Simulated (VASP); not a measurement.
SnO:

```
Sn O
1.0
    -3.80200    0.00000    0.00000
     0.00000   -3.80200    0.00000
     0.00000    0.00000    9.92200
Sn O
4 4
Direct
  0.00000 0.50000 0.84735
  0.00000 0.50000 0.35995
  0.50000 0.00000 0.12746
  0.50000 0.00000 0.61486
  0.00000 0.00000 0.73110
  0.00000 0.00000 0.24370
  0.50000 0.50000 0.73110
  0.50000 0.50000 0.24370
```

This cell differs from its parent crystal: the distance across one plane changed.

Base run:

```yaml
Program: VASP 6.6.1
Functional: LDA
Potentials_or_basis: VASP PAW LDA potentials, release 64 (Sn_d, O)
Cutoff: 520 eV
k_mesh: 9 × 9 × 4
Occupations: gaussian, width 0.03 eV
Spin: no spin polarisation
```

Its results: band gap on the k mesh 0.39 eV; pressure -2.6 GPa; largest force 0.119 eV/Å.

The run is repeated on the same cell with these changes: k mesh from 9 × 9 × 4, through Γ to 9 × 9 × 4, shifted; further incar settings from ALGO = Normal; EDIFF = 1e-06; NBANDS = 50 to ALGO = Normal; EDIFF = 1e-07; NBANDS = 50. What comes out?

Band gap on the k mesh 0.33 eV; pressure -2.6 GPa; largest force 0.119 eV/Å.

Caveats: semilocal functionals underestimate gaps, and a narrow one can read as zero; spin-orbit coupling is left out, which moves the levels of the heavy elements; a shifted mesh leaves out Γ, where band edges can lie (at least some runs).

A k mesh can miss the band edges.
